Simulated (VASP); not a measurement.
Write the native input for VASP 6.6.1 that does the following.

```yaml
Task: single point
Functional: r2SCAN
Dispersion: D4
Potentials_or_basis: VASP PAW PBE potentials, release 64 (Pb_d)
Cutoff: 520 eV
k_mesh: 9 × 9 × 9
Occupations: fermi-dirac, width 0.05 eV
Spin: no spin polarisation
Dipole_correction: no
Further_INCAR_settings: ALGO = Normal; EDIFF = 1e-06; NBANDS = 13
```

Pb:

```xyz
1
Lattice="0.0000 2.4245 2.4245 2.4245 0.0000 2.4245 2.4245 2.4245 0.0000" Properties=species:S:1:pos:R:3 pbc="T T T"
Pb    0.0000    0.0000    0.0000
```

The input as run:

POSCAR

```
Pb
1.0
    0.0000000000      2.4244952108      2.4244952108
    2.4244952108      0.0000000000      2.4244952108
    2.4244952108      2.4244952108      0.0000000000
Pb
1
Direct
    0.0000000000      0.0000000000      0.0000000000
```

INCAR.step1

```
PREC = Accurate
ENCUT = 520
ISMEAR = -1
SIGMA = 0.05
LREAL = False
LASPH = True
NELM = 80
NBANDS = 13
GGA = PE
ALGO = Normal
EDIFF = 1E-4
LWAVE = True
LCHARG = False
```

INCAR.step2

```
PREC = Accurate
ENCUT = 520
EDIFF = 1E-6
ISMEAR = -1
SIGMA = 0.05
LREAL = False
LASPH = True
NELM = 80
ALGO = Normal
ISIF = 2
LWAVE = False
LCHARG = False
METAGGA = R2SCAN
LMIXTAU = True
IVDW = 13
VDW_S6 = 1.0
VDW_S8 = 0.6018749
VDW_A1 = 0.51559235
VDW_A2 = 5.77342911
NBANDS = 13
ISTART = 1
```

KPOINTS

```
Automatic mesh
0
Gamma
  9 9 9
```

Potentials or basis: VASP PAW PBE potentials, release 64 (Pb_d).

Launch:

```console
$ cat potpaw_PBE.64/Pb_d/POTCAR > POTCAR
$ cp INCAR.step1 INCAR
$ mpirun -np 1 vasp_std > vasp.out
$ cp INCAR.step2 INCAR
$ mpirun -np 1 vasp_std > vasp.out
```

It gave:

```
Pressure                   : 4.0 GPa
Band gap on the k mesh     : zero (band 7 reaches 16.20 eV, above the bottom of band 8 at 6.16 eV)
Dispersion energy per atom : -0.145 eV
```

Caveat: the PAW data sets were made with another functional, which shifts forces and pressure a little; spin-orbit coupling is left out, which moves the levels of the heavy elements; pairwise dispersion overbinds metals, which lowers pressure and volume.

Run time: 41 s on 1 thread of Intel Xeon 6975P-C (shared host), peak memory 0.17 GiB.
